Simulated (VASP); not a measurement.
Input of a VASP 6.6.1 run:

The input INCAR:

```
SYSTEM = Ru
ALGO = Fast ; EDIFF = 1E-6
ENCUT = 520 ; GGA = PS
ISIF = 2 ; ISMEAR = 0
LASPH = .True. ; LCHARG = .True.
LELF = .True. ; LREAL = .False.
LVHAR = .True. ; LWAVE = .False.
NBANDS = 21 ; NELM = 60
PREC = Accurate ; SIGMA = 0.15
```

File KPOINTS:

```
k-points
0
Gamma
  21 21 12
  0 0 0
```

POSCAR

```
Ru
1.0
    2.6467631721      0.0000000000      0.0000000000
   -1.3233815860      2.2921641448      0.0000000000
    0.0000000000      0.0000000000      4.4616486792
Ru
2
Direct
    0.3333333333      0.6666666667      0.2500000000
    0.6666666667      0.3333333333      0.7500000000
```

Potentials or basis: VASP PAW PBE potentials, release 64 (Ru_pv).

Command:

```bash
$ cat potpaw_PBE.64/Ru_pv/POTCAR > POTCAR
$ mpirun -np 1 vasp_std > vasp.out
```

(1) Estimate the band gap on the k mesh.

(2) What does it give for the pressure?

Results:

(1) zero (band 14 reaches 14.44 eV, above the bottom of band 15 at 11.35 eV).

(2) -4.5 GPa.

Caveat: the PAW data sets were made with another functional, which shifts forces and pressure a little.
